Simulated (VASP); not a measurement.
# Ru (P6_3/mmc) in VASP: single point with PBEsol

Aim: the single point of Ru with PBEsol.

Everything below comes from runs of VASP 6.6.1. Logs are shortened: lines on timing, memory, paths and dates and some standing lists are left out, and cuts for length are marked.

### 1 The cell of the first run

It takes space group P6_3/mmc (No. 194, hexagonal). The conventional cell has a = 2.706 Å, b = 2.706 Å, c = 4.282 Å, α = 90.00°, β = 90.00°, γ = 120.00°. Ru (site symmetry -6m2) has 12 Ru at 2.65 to 2.71 Å within 3.5 Å.

### 2 Single point, PBEsol

POSCAR

```
Ru
1.0
    2.7057993342      0.0000000000      0.0000000000
   -1.3528996671      2.3432909610      0.0000000000
    0.0000000000      0.0000000000      4.2819000000
Ru
2
Direct
    0.3333333333      0.6666666667      0.2500000000
    0.6666666667      0.3333333333      0.7500000000
```

INCAR.step1

```
SYSTEM = Ru
PREC = Accurate
ENCUT = 520
EDIFF = 1E-6
ISMEAR = -1
SIGMA = 0.03
LREAL = .False.
LASPH = .True.
NELM = 100
ALGO = Normal
ISIF = 2
LWAVE = .False.
LCHARG = .True.
LMAXMIX = 4
GGA = PS
NBANDS = 21
```

KPOINTS.step1

```
regular mesh
0
Gamma
  14 14 8
  0 0 0
```

INCAR.step2

```
SYSTEM = Ru
PREC = Accurate
ENCUT = 520
EDIFF = 1E-6
ISMEAR = -5
SIGMA = 0.03
LREAL = .False.
LASPH = .True.
NELM = 100
ALGO = Normal
ISIF = 2
LWAVE = .False.
LCHARG = .False.
LMAXMIX = 4
GGA = PS
LORBIT = 11
NBANDS = 21
NEDOS = 2001
ICHARG = 11
```

KPOINTS.step2

```
regular mesh
0
Gamma
  21 21 12
  0 0 0
```

Potentials or basis: VASP PAW PBE potentials, release 64 (Ru_pv).

The run is started by

```console
$ cat potpaw_PBE.64/Ru_pv/POTCAR > POTCAR
$ cp INCAR.step1 INCAR
$ cp KPOINTS.step1 KPOINTS
$ mpirun -np 1 vasp_std > vasp.out
$ cp INCAR.step2 INCAR
$ cp KPOINTS.step2 KPOINTS
$ mpirun -np 1 vasp_std > vasp.out
```

OUTCAR:

```text
SYSTEM = Ru
   PREC = Accurate
   ENCUT = 520
   EDIFF = 1E-6
   ISMEAR = -5
   LREAL = .False.
   LASPH = .True.
   NELM = 100
   ISIF = 2
   GGA = PS
   LORBIT = 11
   ICHARG = 11

 ion  position               nearest neighbor table
   1  0.333  0.667  0.250-   2 2.65   2 2.65   2 2.65   2 2.65   2 2.65   2 2.65
   2  0.667  0.333  0.750-   1 2.65   1 2.65   1 2.65   1 2.65   1 2.65   1 2.65

  LATTYP: Found a hexagonal cell.
 ALAT       =     2.7057993342
 C/A-ratio  =     1.5824898565

  Lattice vectors:

 A1 = (   2.7057993342,   0.0000000000,   0.0000000000)
 A2 = (  -1.3528996671,   2.3432909610,   0.0000000000)
 A3 = (   0.0000000000,   0.0000000000,   4.2819000000)

Analysis of symmetry for initial positions (statically):
=====================================================================
 Subroutine PRICEL returns:
 Original cell was already a primitive cell.

 Routine SETGRP: Setting up the symmetry group for a
 hexagonal supercell.

 Subroutine GETGRP returns: Found 24 space group operations
 (whereof 12 operations were pure point group operations)
 out of a pool of 24 trial point group operations.

The static configuration has the point symmetry D_3d.
 The point group associated with its full space group is D_6h.

Analysis of symmetry for dynamics (positions and initial velocities):
=====================================================================
 Subroutine PRICEL returns:
 Original cell was already a primitive cell.

 Routine SETGRP: Setting up the symmetry group for a
 hexagonal supercell.

 Subroutine GETGRP returns: Found 24 space group operations
 (whereof 12 operations were pure point group operations)
 out of a pool of 24 trial point group operations.

The dynamic configuration has the point symmetry D_3d.
 The point group associated with its full space group is D_6h.

 Subroutine INISYM returns: Found 24 space group operations
 (whereof 12 operations are pure point group operations),
 and found     1 'primitive' translations

----------------------------------------------------------------------------------------

                                     Primitive cell

  volume of cell :      27.1493

  direct lattice vectors                    reciprocal lattice vectors
     2.705799334  0.000000000  0.000000000     0.369576556  0.213375124  0.000000000
    -1.352899667  2.343290961  0.000000000     0.000000000  0.426750249  0.000000000
     0.000000000  0.000000000  4.281900000     0.000000000  0.000000000  0.233541185

  length of vectors
     2.705799334  2.705799334  4.281900000     0.426750249  0.426750249  0.233541185

  position of ions in fractional coordinates (direct lattice)
     0.333333333  0.666666667  0.250000000
     0.666666667  0.333333333  0.750000000

  ion indices of the primitive-cell ions
   primitive index   ion index
                 1           1
                 2           2

----------------------------------------------------------------------------------------

 KPOINTS: regular mesh

Automatic generation of k-mesh.
 Grid dimensions read from file:
 generate k-points for:   21   21   12

 Generating k-lattice:

  Cartesian coordinates                     Fractional coordinates (reciprocal lattice)
     0.017598884  0.010160720  0.000000000     0.047619048  0.000000000  0.000000000
     0.000000000  0.020321440  0.000000000     0.000000000  0.047619048  0.000000000
     0.000000000  0.000000000  0.019461765     0.000000000  0.000000000  0.083333333

  Length of vectors
     0.020321440  0.020321440  0.019461765

  Shift w.r.t. Gamma in fractional coordinates (k-lattice)
     0.000000000  0.000000000  0.000000000

 TETIRR: Found   5376 inequivalent tetrahedra from    31752

 Subroutine IBZKPT returns following result:
 ===========================================

 Found    336 irreducible k-points:

 Following reciprocal coordinates:
            Coordinates               Weight
  0.000000  0.000000  0.000000      1.000000
  0.047619 -0.000000  0.000000      6.000000
  0.095238 -0.000000  0.000000      6.000000
  0.142857  0.000000  0.000000      6.000000
  0.190476 -0.000000  0.000000      6.000000
  0.238095 -0.000000  0.000000      6.000000
[... 16 lines left out ...]
  0.142857  0.095238  0.000000     12.000000
  0.190476  0.095238  0.000000     12.000000
 [... further k-points ...]
   k-points           NKPTS =    336   k-points in BZ     NKDIM =    336   number of bands    NBANDS=     21
   number of dos      NEDOS =   2001   number of ions     NIONS =      2
   total plane-waves  NPLWV =  12800
   dimension x,y,z NGX =    20 NGY =   20 NGZ =   32
   dimension x,y,z NGXF=    40 NGYF=   40 NGZF=   64
   ions per type =               2
   NGX,Y,Z   is equivalent  to a cutoff of  12.29, 12.29, 12.42 a.u.
   NGXF,Y,Z  is equivalent  to a cutoff of  24.58, 24.58, 24.85 a.u.
 SYSTEM =  Ru
   PREC   = accura    normal or accurate (medium, high low for compatibility)
   ISTART =      0    job   : 0-new  1-cont  2-samecut
   ICHARG =     11    charge: 1-file 2-atom 10-const
   ISPIN  =      1    spin polarized calculation?
   LNONCOLLINEAR =      F non collinear calculations
   LSORBIT =      F    spin-orbit coupling
   LASPH  =      T    aspherical Exc in radial PAW
   ENCUT  =  520.0 eV  38.22 Ry    6.18 a.u.   5.03  5.03  7.96*2*pi/ulx,y,z
   NELM   =    100;   NELMIN=  2; NELMDL=  0     # of ELM steps
   EDIFF  = 0.1E-05   stopping-criterion for ELM
   LREAL  =      F    real-space projection
   EDIFFG = 0.1E-04   stopping-criterion for IOM
   NSW    =      0    number of steps for IOM
   IBRION =     -1    ionic relax: 0-MD 1-quasi-New 2-CG
   NFREE  =      0    steps in history (QN), initial steepest desc. (CG)
   ISIF   =      2    stress and relaxation
   ISYM   =      2    0-nonsym 1-usesym 2-fastsym
   POTIM  = 0.5000    time-step for ionic-motion
   TEBEG  =    0.0;   TEEND  =   0.0 temperature during run
   PSTRESS=    0.0 pullay stress
   NELECT =      28.0000    total number of electrons
   NUPDOWN=      -1.0000    fix difference up-down
   EMIN   =  10.00;   EMAX   =-10.00  energy-range for DOS
   EFERMI =   0.00;   METHOD = LEGACY
   ISMEAR =    -5;   SIGMA  =   0.03  broadening in eV -4-tet -1-fermi 0-gaus
   EFERMI_NEDOS =   21; number of points for ismear=-14 and -15
   IALGO  =     38    algorithm
   IMIX   =      4    mixing-type and parameters
     AMIX     =   0.40;   BMIX     =  1.00
     AMIX_MAG =   1.60;   BMIX_MAG =  1.00
  volume/ion in A,a.u.               =      13.57        91.61
  Fermi-wavevector in a.u.,A,eV,Ry     =   1.654022  3.125649 37.222686  2.735790
  Thomas-Fermi vector in A             =   2.742361
   LORBIT       =     11    0 simple, 1 ext, 2 COOP (PROOUT), +10 PAW based schemes
   GGA     = PS    functional components
   LHFCALC =     F    Hartree Fock is set to
   AEXX    =    0.0000 exact exchange contribution
   IVDW    =     0    specifies the selected vdW correction
   LEPSILON=     F    determine dielectric tensor
   LRPA    =     F    only Hartree local field effects (RPA)
 non-spin polarized calculation
 Fermi weights with tetrahedron method with Bloechl corrections
  energy-cutoff  :      520.00
  volume of cell :       27.15
 maximum number of plane-waves:       756
 NGX is ok and might be reduce to    20

 number of electron      28.0000008 magnetization

 Free energy of the ion-electron system (eV)
  ---------------------------------------------------
  ext. energy  EPLUGINS =         0.00000000
  ---------------------------------------------------
  free energy    TOTEN  =       -20.33175258 eV

  energy without entropy =      -20.33175258  energy(sigma->0) =      -20.33175258

 E-fermi :  12.7099     XC(G=0): -14.2819

 val. band max:       12.8783744359   @ k =   0.4286   0.0476   0.5000
 cond. band min:      12.6392199377   @ k =   0.2857   0.0000   0.1667
 fundamental gap:     -0.2391544982
 Fermi energy:        12.7099201833

 k-point     1 :       0.0000    0.0000    0.0000
  band No.  band energies     occupation
      1     -30.9055      2.00000
      2     -29.9594      2.00000
      3     -29.9594      2.00000
      4     -29.7882      2.00000
      5     -29.7882      2.00000
      6     -29.7547      2.00000
[... 13 lines left out ...]
     20      22.9780      0.00000
     21      23.0896      0.00000

 k-point     2 :       0.0476   -0.0000    0.0000
  band No.  band energies     occupation
      1     -30.8977      2.00000
      2     -29.9761      2.00000
      3     -29.9650      2.00000
      4     -29.8057      2.00000
      5     -29.7905      2.00000
      6     -29.7583      2.00000
[... 13 lines left out ...]
     20      22.9779      0.00000
     21      23.0833      0.00000

 k-point     3 :       0.0952   -0.0000    0.0000
  band No.  band energies     occupation
      1     -30.8746      2.00000
      2     -30.0248      2.00000
      3     -29.9814      2.00000
      4     -29.8563      2.00000
      5     -29.7973      2.00000
      6     -29.7691      2.00000
[... 13 lines left out ...]
     20      22.9779      0.00000
     21      23.0655      0.00000
[... 457 lines left out ...]
 k-point    23 :       0.1429    0.0952    0.0000
  band No.  band energies     occupation
      1     -30.7665      2.00000
      2     -30.2111      2.00000
      3     -30.1323      2.00000
      4     -29.9962      2.00000
      5     -29.8477      2.00000
      6     -29.8235      2.00000
[... 13 lines left out ...]
     20      22.9777      0.00000
     21      23.0182      0.00000

 k-point    24 :       0.1905    0.0952    0.0000
  band No.  band energies     occupation
      1     -30.7075      2.00000
      2     -30.3097      2.00000
      3     -30.2133      2.00000
      4     -30.0497      2.00000
      5     -29.8709      2.00000
      6     -29.8560      2.00000
[... 13 lines left out ...]
     20      22.9775      0.00000
     21      23.0081      0.00000

 [... further k-points ...]

------------------------ aborting loop because EDIFF is reached ----------------------------------------

  FORCE on cell =-STRESS in cart. coord.  units (eV):
  Direction    XX          YY          ZZ          XY          YZ          ZX
  --------------------------------------------------------------------------------------
  -------------------------------------------------------------------------------------
  Total       -0.9578289     -0.9578289     -1.6398000     -0.0000000      0.0000000     -0.0000000
  in kB      -56.5249521    -56.5249521    -96.7705336     -0.0000000      0.0000000     -0.0000000
  external PRESSURE =     -69.9401459 kB  Pullay stress =       0.0000000 kB

 VOLUME and BASIS-vectors are now :
 -----------------------------------------------------------------------------
  energy-cutoff  :      520.00
  volume of cell :       27.15
      direct lattice vectors                 reciprocal lattice vectors
     2.705799334  0.000000000  0.000000000     0.369576556  0.213375124  0.000000000
    -1.352899667  2.343290961  0.000000000     0.000000000  0.426750249  0.000000000
     0.000000000  0.000000000  4.281900000     0.000000000  0.000000000  0.233541185

 POSITION                                       TOTAL-FORCE (eV/Angst)
 -----------------------------------------------------------------------------------
     -0.00000      1.56219      1.07048        -0.000000      0.000000     -0.000000
      1.35290      0.78110      3.21143         0.000000     -0.000000      0.000000
 -----------------------------------------------------------------------------------
    total drift:                               -0.000000      0.000000     -0.000000

  FREE ENERGIE OF THE ION-ELECTRON SYSTEM (eV)
  ---------------------------------------------------
  free  energy   TOTEN  =       -20.3317525801 eV

  energy  without entropy=      -20.3317525801  energy(sigma->0) =      -20.33175258

 total charge

# of ion       s       p       d       tot
------------------------------------------
    1        0.404   6.318   5.940  12.661
    2        0.404   6.318   5.940  12.661
--------------------------------------------------
tot          0.807  12.636  11.879  25.322
```

Run time: 3 min. Hardware: 1 thread of Intel Xeon 8259CL, shared host; peak memory 0.26 GiB.

Results:

```yaml
Valence_electrons_inside_the_program's_atomic_spheres: Ru 12.66
```

Levels at points of the mesh, in eV from the Fermi level:
```tsv
k point	band 11	band 12	band 13	band 14	band 15	band 16	band 17	band 18
(0.00, 0.00, 0.00)	-2.44	-1.93	-1.93	-1.40	-1.40	1.18	1.18	1.23
(0.00, 0.00, 0.50)	-2.78	-2.78	-2.75	-2.75	0.54	0.54	0.54	0.54
```

Caveat: the PAW data sets were made with another functional, which shifts forces and pressure a little; tetrahedron occupations give inexact forces and stress in metals.
